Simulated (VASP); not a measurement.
Runs of VASP 6.6.1 on SnSe2. The structure is that of space group P-3m1 (No. 164), or close to it. The cells are those of the table. 

```tsv
cell	k mesh	gap on the mesh (eV)	largest force (eV/Å)
a = 3.824, b = 3.824, c = 23.069 Å, angles 90.0, 90.0, 120.0°, 3 atoms	12 × 12 × 1	0.77	0.01
a = 3.824, b = 3.824, c = 23.202 Å, angles 90.0, 90.0, 120.0°, 3 atoms	9 × 9 × 1	(a)	0.01
a = 3.824, b = 3.824, c = 23.202 Å, angles 90.0, 90.0, 120.0°, 3 atoms	27 × 27 × 1	0.77	0.01
a = 3.811, b = 3.811, c = 23.069 Å, angles 90.0, 90.0, 120.0°, 3 atoms	12 × 12 × 1	0.95	0.74
```

Alike in all rows: task single point; level PBE+D3(BJ); potentials or basis VASP PAW PBE potentials, release 64 (Se, Sn_d); no spin polarisation; cutoff (eV) 520; smearing gaussian 0.05 eV.

Q: Estimate the missing entries.

A: (a) 0.82.

Caveats: spin-orbit coupling is left out, which moves the levels of the heavy elements.

A k mesh can miss the band edges, and the runs leave out spin-orbit coupling on Se, Sn.
